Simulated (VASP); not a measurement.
Wanted: the native input for a VASP 6.6.1 run.

```
Task                   : single point
Functional             : PBE
Potentials or basis    : VASP PAW PBE potentials, release 64 (Ti_sv, O)
Cutoff                 : 600 eV
k mesh                 : 4 × 4 × 4
Occupations            : gaussian, width 0.01 eV
Spin                   : no spin polarisation
Dipole correction      : no
Further INCAR settings : ALGO = Normal; EDIFF = 1e-06; NBANDS = 19
```

The structure of TiO2 lies in POSCAR:

```
TiO2
1.0
    0.0000000000      2.3304750000      2.3304750000
    2.3304750000      0.0000000000      2.3304750000
    2.3304750000      2.3304750000      0.0000000000
Ti O
1 2
Direct
    0.0000000000      0.0000000000      0.0000000000
    0.2500000000      0.2500000000      0.2500000000
    0.7500000000      0.7500000000      0.7500000000
```

One way to write it, as run:

INCAR

```
SYSTEM = TiO2
PREC = Accurate
ENCUT = 600
EDIFF = 1E-6
ISMEAR = 0
SIGMA = 0.01
LREAL = .False.
LASPH = .True.
NELM = 120
ALGO = Normal
ISIF = 2
LWAVE = .False.
LCHARG = .False.
GGA = PE
NBANDS = 19
GGA_COMPAT = .False.
```

KPOINTS

```
Automatic mesh
0
Gamma
  4 4 4
  0 0 0
```

Potentials or basis: VASP PAW PBE potentials, release 64 (Ti_sv, O).

Command:

```bash
$ cat potpaw_PBE.64/Ti_sv/POTCAR potpaw_PBE.64/O/POTCAR > POTCAR
$ mpirun -np 1 vasp_std > vasp.out
```

It gave:

- Pressure: 34.2 GPa
- Band gap on the k mesh: 1.19 eV, indirect (least direct gap 2.02 eV)

Caveat: the k points lie up to 0.58 Å⁻¹ apart.

Run time: 4.5 s on 1 thread of Intel(R) Xeon(R) 6975P-C (Granite Rapids), with other jobs on the host, peak memory 0.15 GiB.
